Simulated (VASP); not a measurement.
Input of a VASP 6.6.1 run:

INCAR

```
ALGO     = Normal         # electronic algorithm
EDIFF    = 1E-7           # SCF threshold, eV
ENCUT    = 520            # plane-wave cutoff, eV
ISIF     = 2              # what is computed and relaxed
ISMEAR   = 0              # smearing method
LASPH    = T              # aspherical terms in the spheres
LCHARG   = F              # write CHGCAR
LREAL    = F              # projectors in reciprocal space
LWAVE    = F              # write WAVECAR
NBANDS   = 16             # bands
NELM     = 60             # most SCF steps
PREC     = Accurate       # precision mode
SIGMA    = 0.01           # smearing width, eV
```

KPOINTS

```
k-points
0
Gamma
  10 10 10
```

POSCAR

```
Si
1.0
   -3.3012718583      3.3012718583      1.9083649480
    3.3012718583     -3.3012718583      1.9083649480
    3.3012718583      3.3012718583     -1.9083649480
Si
4
Direct
    0.1788433299      0.1788433299      0.3576866598
    0.8211566701      0.8211566701      0.6423133402
    0.1788433299      0.8211566701      0.0000000000
    0.8211566701      0.1788433299      0.0000000000
```

Potentials or basis: VASP PAW LDA potentials, release 64 (Si).

Launch:

```bash
$ cat potpaw_LDA.64/Si/POTCAR > POTCAR
$ mpirun -np 1 vasp_std > vasp.out
```

(1) Predict the pressure.

(2) Predict the band gap on the k mesh.

Results:

(1) 0.1 GPa.

(2) 0.20 eV (least direct gap 0.26 eV).

Caveat: semilocal functionals underestimate gaps, and a narrow one can read as zero.
